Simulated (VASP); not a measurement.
A run of VASP 6.6.1 is set up as follows.

File POSCAR:

```
Ag
1.0
    2.9036957654      0.0000000000      0.0000000000
   -1.4518478827      2.5146742977      0.0000000000
    0.0000000000      0.0000000000     24.1217694930
Ag
4
Direct
    0.6666666667      0.3333333333      0.3523787922
    0.3333333333      0.6666666667      0.4507929307
    0.6666666667      0.3333333333      0.5478416783
    0.3333333333      0.6666666667      0.6454510946
```

File INCAR.step1:

```
SYSTEM = Ag
PREC     = Accurate       ! precision mode
ENCUT    = 520            ! plane-wave cutoff, eV
ISMEAR   = 0              ! smearing method
SIGMA    = 0.1            ! smearing width, eV
LREAL    = .FALSE.        ! projectors in reciprocal space
LASPH    = .TRUE.         ! aspherical terms in the spheres
NELM     = 60             ! most SCF steps
LDIPOL   = .TRUE.       
IDIPOL   = 3            
DIPOL    = 0.5 0.5 0.499
NBANDS   = 30             ! bands
GGA      = PE             ! functional
ALGO     = Normal         ! electronic algorithm
EDIFF    = 1E-4           ! SCF threshold, eV
LWAVE    = .TRUE.         ! write WAVECAR
LCHARG   = .FALSE.        ! write CHGCAR
```

File INCAR.step2:

```
SYSTEM = Ag
PREC     = Accurate       ! precision mode
ENCUT    = 520            ! plane-wave cutoff, eV
EDIFF    = 1E-6           ! SCF threshold, eV
ISMEAR   = 0              ! smearing method
SIGMA    = 0.1            ! smearing width, eV
LREAL    = .FALSE.        ! projectors in reciprocal space
LASPH    = .TRUE.         ! aspherical terms in the spheres
NELM     = 60             ! most SCF steps
ALGO     = Normal         ! electronic algorithm
ISIF     = 2              ! what is computed and relaxed
LWAVE    = .FALSE.        ! write WAVECAR
LCHARG   = .FALSE.        ! write CHGCAR
LDIPOL   = .TRUE.       
IDIPOL   = 3            
DIPOL    = 0.5 0.5 0.499
METAGGA  = R2SCAN         ! meta-GGA
LMIXTAU  = .TRUE.       
NBANDS   = 30             ! bands
ISTART   = 1
```

Contents of KPOINTS:

```
regular mesh
0
G
  12 12 1
  0 0 0
```

Potentials or basis: VASP PAW PBE potentials, release 64 (Ag).

Run with:

```bash
$ cat potpaw_PBE.64/Ag/POTCAR > POTCAR
$ cp INCAR.step1 INCAR
$ mpirun -np 1 vasp_std > vasp.out
$ cp INCAR.step2 INCAR
$ mpirun -np 1 vasp_std > vasp.out
```

(1) Predict the largest force.

(2) What does it give for the band gap on the k mesh?

Results:

(1) 0.059 eV/Å.

(2) zero (bands 22 and 23 overlap by 6.90 eV).

Caveat: the PAW data sets were made with another functional, which shifts forces and pressure a little.
